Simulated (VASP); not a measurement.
**SrTiO3: single point with PBE**

Crystal: SrTiO3.

```
CELL_PARAMETERS angstrom
3.95125 0.24695 0.24695
0.24695 3.95125 0.24695
0.24695 0.24695 3.95125
ATOMIC_POSITIONS crystal
Sr 0.00000 0.00000 0.00000
Ti 0.50000 0.50000 0.50000
O 0.00000 0.50000 0.50000
O 0.50000 0.00000 0.50000
O 0.50000 0.50000 0.00000
```

This cell differs from its parent crystal: ratio of the length along [111] to the lengths across it x 1.2, volume and fractional coordinates fixed.

| Quantity | Value |
| --- | --- |
| Program | VASP 6.6.1 |
| Task | single point |
| Functional | PBE |
| Potentials or basis | VASP PAW PBE potentials, release 64 (Sr_sv, Ti_sv, O) |
| Cutoff | 520 eV |
| k mesh | 8 × 8 × 8 |
| Occupations | gaussian, width 0.05 eV |
| Spin | no spin polarisation |
| Dipole correction | no |
| Further INCAR settings | ALGO = Normal; EDIFF = 1e-06; NBANDS = 28 |

```yaml
Pressure: 2.3 GPa
Band_gap_on_the_k_mesh: 1.12 eV, indirect (least direct gap 1.21 eV)
```

Stress tensor (GPa, compression positive):
```
  2.25 -13.08 -13.08
-13.08   2.25 -13.08
-13.08 -13.08   2.25
```

Levels at points of the mesh, in eV from the valence-band top:
| k point | band 16 | band 17 | band 18 | band 19 | band 20 | band 21 | band 22 | band 23 | band 24 | band 25 |
| --- | --- | --- | --- | --- | --- | --- | --- | --- | --- | --- |
| (0.00, 0.00, 0.00) | -1.67 | -1.31 | -0.92 | -0.09 | -0.09 | 1.12 | 1.12 | 1.55 | 3.65 | 3.65 |
| (0.50, 0.00, 0.00) | -2.49 | -2.42 | -2.21 | -1.59 | -0.37 | 1.52 | 3.03 | 3.24 | 3.71 | 5.70 |
| (0.50, 0.50, 0.00) | -2.90 | -2.16 | -1.70 | -1.69 | -0.18 | 3.00 | 3.13 | 3.63 | 4.54 | 7.50 |
| (0.50, 0.50, 0.50) | -3.61 | -3.61 | -0.33 | 0.00 | 0.00 | 3.69 | 3.69 | 3.96 | 6.25 | 6.25 |

It took 48 s on 1 thread of Intel(R) Xeon(R) 6975P-C (Granite Rapids) (shared host), peak memory 0.24 GiB.

 A k mesh can miss the band edges.
